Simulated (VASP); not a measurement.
Sb2W:

```
W Sb
1.0
     3.46494    0.00000    0.00000
    -1.73247    3.00072    0.00000
     0.00000    0.00000    6.71742
W Sb
1 2
Direct
  0.00000 0.00000 0.00000
  0.33333 0.66667 0.28475
  0.66667 0.33333 0.71525
```

Base run:

- Program: VASP 6.6.1
- Functional: PBE
- Potentials or basis: VASP PAW PBE potentials, release 64 (W_sv, Sb)
- Cutoff: 520 eV
- k mesh: 12 × 12 × 6
- Occupations: gaussian, width 0.05 eV
- Spin: no spin polarisation

Its results: band gap on the k mesh zero (band 12 reaches 8.95 eV, above the bottom of band 13 at 8.64 eV); pressure -0.1 GPa; largest force 0.010 eV/Å.

**Question.** After a change of settings the same cell gave: band gap on the k mesh zero (band 12 reaches 8.85 eV, above the bottom of band 13 at 8.49 eV); pressure -6.2 GPa; largest force 0.387 eV/Å. Which change was it?
A. functional from PBE to LDA; potentials or basis from VASP PAW PBE potentials, release 64 (W_sv, Sb) to VASP PAW LDA potentials, release 64 (W_sv, Sb)
B. functional from PBE to r2SCAN; further incar settings from ALGO = Normal; EDIFF = 1e-07; NBANDS = 19 to ALGO = Normal; EDIFF = 1e-06; NBANDS = 19
C. occupations from gaussian, width 0.05 eV to fermi-dirac, width 0.005 eV; further incar settings from ALGO = Normal; EDIFF = 1e-07; NBANDS = 19 to ALGO = Normal; EDIFF = 1e-06; NBANDS = 19
D. functional from PBE to PBEsol; further incar settings from ALGO = Normal; EDIFF = 1e-07; NBANDS = 19 to ALGO = Normal; EDIFF = 1e-06; NBANDS = 19

**Answer.** A.

Caveats: spin-orbit coupling is left out, which moves the levels of the heavy elements.
